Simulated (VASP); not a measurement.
A run of VASP 6.6.1 is set up as follows.

The input POSCAR:

```
Ge
1.0
    0.0000000000      2.8378310317      2.8378310317
    2.8378310317      0.0000000000      2.8378310317
    2.8378310317      2.8378310317      0.0000000000
Ge
2
Direct
    0.5000000000      0.5000000000      0.5000000000
    0.7500000000      0.7500000000      0.7500000000
```

Contents of INCAR.step1:

```
SYSTEM = Ge
ALGO = Normal
EDIFF = 1E-4
ENCUT = 520
GGA = PE
ISMEAR = -1
LASPH = .TRUE.
LCHARG = .FALSE.
LREAL = .FALSE.
LWAVE = .TRUE.
NBANDS = 21
NELM = 60
PREC = Accurate
SIGMA = 0.1
```

INCAR.step2

```
SYSTEM = Ge
ALGO = Normal
EDIFF = 1E-6
ENCUT = 520
ISIF = 2
ISMEAR = -1
ISTART = 1
LASPH = .TRUE.
LCHARG = .FALSE.
LMIXTAU = .TRUE.
LREAL = .FALSE.
LWAVE = .FALSE.
METAGGA = R2SCAN
NBANDS = 21
NELM = 60
PREC = Accurate
SIGMA = 0.1
```

File KPOINTS:

```
k-points
0
G
  14 14 14
  0 0 0
```

Potentials or basis: VASP PAW PBE potentials, release 64 (Ge_d).

The run is started by

```console
$ cat potpaw_PBE.64/Ge_d/POTCAR > POTCAR
$ cp INCAR.step1 INCAR
$ mpirun -np 1 vasp_std > vasp.out
$ cp INCAR.step2 INCAR
$ mpirun -np 1 vasp_std > vasp.out
```

What does it give for the pressure?

0.1 GPa.

Predict the band gap on the k mesh.

0.31 eV, direct.

Caveat: the PAW data sets were made with another functional, which shifts forces and pressure a little. A k mesh can miss the band edges.
